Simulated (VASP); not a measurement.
Set up this calculation in VASP 6.6.1, as the native input.

```yaml
Task: relaxation of cell and atoms
Functional: LDA
Potentials_or_basis: VASP PAW LDA potentials, release 64 (Cd)
Cutoff: 600 eV
k_mesh: 12 × 12 × 12
Occupations: fermi-dirac, width 0.08 eV
Spin: no spin polarisation
Target_pressure: 7.5 GPa
Dipole_correction: no
Further_INCAR_settings: ALGO = Normal; EDIFF = 1e-06; IBRION = 2; EDIFFG = -0.005; NSW = 32; ISIF = 3
```

The structure of Cd lies in POSCAR:

```
Cd
1.0
    0.0000000000      2.9897825474      2.9897825474
    2.9897825474      0.0000000000      2.9897825474
    2.9897825474      2.9897825474      0.0000000000
Cd
2
Direct
   -0.1250000000     -0.1250000000     -0.1250000000
    0.1250000000      0.1250000000      0.1250000000
```

This isn't the form of Cd at room conditions, which is hcp.

The input as run:

INCAR

```
SYSTEM = Cd
ALGO     = Normal         ! electronic algorithm
EDIFF    = 1E-6           ! SCF threshold, eV
EDIFFG   = -0.005         ! ionic threshold
ENCUT    = 600            ! plane-wave cutoff, eV
GGA      = CA             ! functional
IBRION   = 2              ! ionic algorithm
ISIF     = 3              ! what is computed and relaxed
ISMEAR   = -1             ! smearing method
LASPH    = .True.         ! aspherical terms in the spheres
LCHARG   = .False.        ! write CHGCAR
LREAL    = .False.        ! projectors in reciprocal space
LWAVE    = .False.        ! write WAVECAR
NELM     = 100            ! most SCF steps
NSW      = 32             ! ionic steps
PREC     = Accurate       ! precision mode
PSTRESS  = 75.0         
SIGMA    = 0.08           ! smearing width, eV
```

KPOINTS

```
k-points
0
Gamma
  12 12 12
  0 0 0
```

Potentials or basis: VASP PAW LDA potentials, release 64 (Cd).

Launch:

```sh
$ cat potpaw_LDA.64/Cd/POTCAR > POTCAR
$ mpirun -np 1 vasp_std > vasp.out
```

Results of the run:

The relaxed volume is 27.01 Å³/atom, the relaxed cell is a = 4.243 Å, b = 4.243 Å, c = 4.243 Å, α = 60.00°, β = 60.00°, γ = 60.00° and the space group after relaxing (to 0.1 Å) is Fd-3m (No. 227). The energy change on relaxing (the run minimises the enthalpy) is -13.7 meV/atom and the ionic steps are 8. The pressure after relaxing is 7.5 GPa. The band gap on the k mesh is zero (bands 12 and 13 overlap by 6.66 eV).

Caveat: the cell is relaxed towards a set pressure, so the run minimises the enthalpy, not the energy.

Wall time 5.9 min on 1 thread of Oxide Virtual Turin-like Processor, on a shared host, peak memory 0.19 GiB.
